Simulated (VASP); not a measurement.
A run of VASP 6.6.1 is set up as follows.

Contents of INCAR:

```
SYSTEM = C
PREC = Accurate
ENCUT = 520
EDIFF = 1E-6
ISMEAR = 0
SIGMA = 0.05
LREAL = .False.
LASPH = .True.
NELM = 100
ALGO = Normal
ISIF = 2
LWAVE = .False.
LCHARG = .True.
LELF = .True.
LVHAR = .True.
NBANDS = 11
```

KPOINTS

```
Automatic mesh
0
Gamma
  12 12 12
  0 0 0
```

POSCAR

```
C
1.0
    0.0000000000      1.7503196182      1.7966710835
    1.7503196182      0.0000000000      1.7966710835
    1.7503196182      1.7503196182      0.0000000000
C
2
Direct
    0.5000000000      0.5000000000      0.5000000000
    0.7500000000      0.7500000000      0.7500000000
```

Potentials or basis: VASP PAW LDA potentials, release 64 (C).

Command:

```bash
$ cat potpaw_LDA.64/C/POTCAR > POTCAR
$ mpirun -np 1 vasp_std > vasp.out
```

Q: Predict the pressure.

A: 1.8 GPa.

Q: Predict the band gap on the k mesh.

A: 3.86 eV, indirect (least direct gap 5.39 eV).

Stress tensor (GPa, compression positive):
```
 10.36   0.00   0.00
  0.00  10.36   0.00
  0.00   0.00 -15.26
```

Caveat: the cell differs from its parent crystal (strain +e along x and -e along y +0.0000, strain +e along z and -e/2 along x and y +0.0175). A k mesh can miss the band edges.
